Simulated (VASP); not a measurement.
A run of VASP 6.6.1 is set up as follows.

INCAR

```
ALGO     = Normal         # electronic algorithm
EDIFF    = 1E-7           # SCF threshold, eV
ENCUT    = 520            # plane-wave cutoff, eV
GGA      = CA             # functional
ISIF     = 2              # what is computed and relaxed
ISMEAR   = -1             # smearing method
LASPH    = True           # aspherical terms in the spheres
LCHARG   = True           # write CHGCAR
LELF     = True           # ELF
LREAL    = False          # projectors in reciprocal space
LVHAR    = True         
LWAVE    = False          # write WAVECAR
NBANDS   = 17             # bands
NELM     = 60             # most SCF steps
PREC     = Accurate       # precision mode
SIGMA    = 0.1            # smearing width, eV
```

The input KPOINTS:

```
k-points
0
Gamma
  15 15 15
```

File POSCAR:

```
RhN
1.0
    2.5047273501      0.0000000000      0.0000000000
    0.0000000000      2.5047273501      0.0000000000
    0.0000000000      0.0000000000      2.5047273501
Rh N
1 1
Direct
    0.0000000000      0.0000000000      0.0000000000
    0.5000000000      0.5000000000      0.5000000000
```

Potentials or basis: VASP PAW LDA potentials, release 64 (Rh_pv, N).

The run is started by

```bash
$ cat potpaw_LDA.64/Rh_pv/POTCAR potpaw_LDA.64/N/POTCAR > POTCAR
$ mpirun -np 1 vasp_std > vasp.out
```

Task: What does it give for the band gap on the k mesh?

Result: Zero (band 10 reaches 18.92 eV, above the bottom of band 11 at 14.40 eV).

Task: Predict the pressure.

Result: 86.8 GPa.
